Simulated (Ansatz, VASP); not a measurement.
**One calculation of P, two programs**

```xyz
4
Lattice="3.2837 0.0000 0.0000 0.0000 34.8570 0.0000 0.0000 0.0000 4.6321" Properties=species:S:1:pos:R:3 pbc="T T T"
P     0.0000   33.7829    2.7429
P     0.0000    0.9991    1.8892
P     1.6419    1.0741    0.4268
P     1.6419   33.8579    4.2052
```

Change from the starting cell: mode 4 (126.9 1/cm) frozen in, largest displacement +0.037 Å.

Alike in both runs: task single point; functional PBEsol; k mesh 8 × 1 × 6; occupations gaussian, width 0.05 eV; no spin polarisation.

|  | VASP | Ansatz |
| --- | --- | --- |
| version | VASP 6.6.1 | Ansatz 0.2.0 |
| potentials or method | VASP PAW PBE potentials, release 64 (P), cutoff 520 eV | scalar-relativistic, plane waves, PAW |
| valence electrons in the cell | 20 | 20 |

|  | VASP | Ansatz | Ansatz less VASP |
| --- | --- | --- | --- |
| gap on the k mesh at the Fermi level (eV) | 0.93 | 0.91 | -0.016 |
| least direct gap on the mesh (eV) | 0.93 | 0.91 | -0.016 |
| rms of the force components (eV/Å) | 0.146 | 0.154 | +0.0080 |

VASP's potentials were made for PBE, not for PBEsol. Atom by atom the forces differ by 0.011 eV/Å (rms over components).
